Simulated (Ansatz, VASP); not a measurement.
**One calculation of BP4, two programs**

```
CELL_PARAMETERS angstrom
3.04552 0.00000 0.00000
-1.52276 2.63750 0.00000
0.00000 0.00000 9.79281
ATOMIC_POSITIONS crystal
B 0.00000 0.00000 0.00000
P 0.33333 0.66667 0.86586
P 0.33333 0.66667 0.37680
P 0.66667 0.33333 0.13414
P 0.66667 0.33333 0.62320
```

Change from the starting cell: species swapped into the Co4H type (P-3m1, No. 164).

Alike in both runs: task single point; functional PBE; k mesh 6 × 6 × 2; occupations gaussian, width 0.1 eV; no spin polarisation.

|  | VASP | Ansatz |
| --- | --- | --- |
| version | VASP 6.6.1 | Ansatz 0.2.0 |
| potentials or method | VASP PAW PBE potentials, release 64 (B, P), cutoff 520 eV | scalar-relativistic, plane waves, PAW |
| valence electrons in the cell | 23 | 23 |

Ansatz gave:

* gap on the k mesh at the Fermi level (eV): none
* pressure (GPa): -13.7
* traceless stress, the component that is largest in VASP (GPa): -9.76
* rms of the force components (eV/Å): 0.461

**Question.** What did VASP give for the same quantities?

**Answer.** gap on the k mesh at the Fermi level (eV): none; pressure (GPa): -13.8; traceless stress, the component that is largest in VASP (GPa): -9.78; rms of the force components (eV/Å): 0.467.

Atom by atom the forces differ by 0.007 eV/Å (rms over components). A gap of «none» marks a metal or a gap that the smearing closes.

The k mesh is coarse, so the values compare programs but aren't converged.
